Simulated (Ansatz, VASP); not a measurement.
# Be3ZnSe4: VASP beside Ansatz

```xyz
8
Lattice="3.7594 0.0000 0.0000 0.0000 7.5515 0.0000 0.0000 0.0000 5.3000" Properties=species:S:1:pos:R:3 pbc="T T T"
Be    0.0000    3.7757    0.0196
Be    1.8797    5.5879    2.6511
Be    1.8797    1.9635    2.6511
Zn    0.0000    0.0000    0.0012
Se    0.0000    2.0133    1.3934
Se    0.0000    5.5382    1.3934
Se    1.8797    0.0000    3.7597
Se    1.8797    3.7757    4.0306
```

Alike in both runs: functional PBE; k mesh 4 × 2 × 4; occupations gaussian, width 0.1 eV; no spin polarisation.

Ansatz relaxed the structure, and its values are those at the end. VASP's run is a single point on that final structure, the one shown.

|  | VASP | Ansatz |
| --- | --- | --- |
| version | VASP 6.6.1 | Ansatz 0.2.0 |
| potentials or method | VASP PAW PBE potentials, release 64 (Be, Zn, Se), cutoff 520 eV | scalar-relativistic, plane waves, PAW |
| valence electrons in the cell | 42 | 82 |

Ansatz gave:

* gap on the k mesh at the Fermi level (eV): 2.51
* least direct gap on the mesh (eV): 2.51
* pressure (GPa): 0.0
* rms of the force components (eV/Å): 0.007

Question: Which values does VASP return?

Answer: gap on the k mesh at the Fermi level (eV): 2.50; least direct gap on the mesh (eV): 2.50; pressure (GPa): 0.2; rms of the force components (eV/Å): 0.010.

The functional is the same, so the differences come from potentials, cutoffs and numerics. VASP's potentials hold 42 valence electrons a cell and Ansatz's 82, so a difference there can come from the potentials and not from the codes.
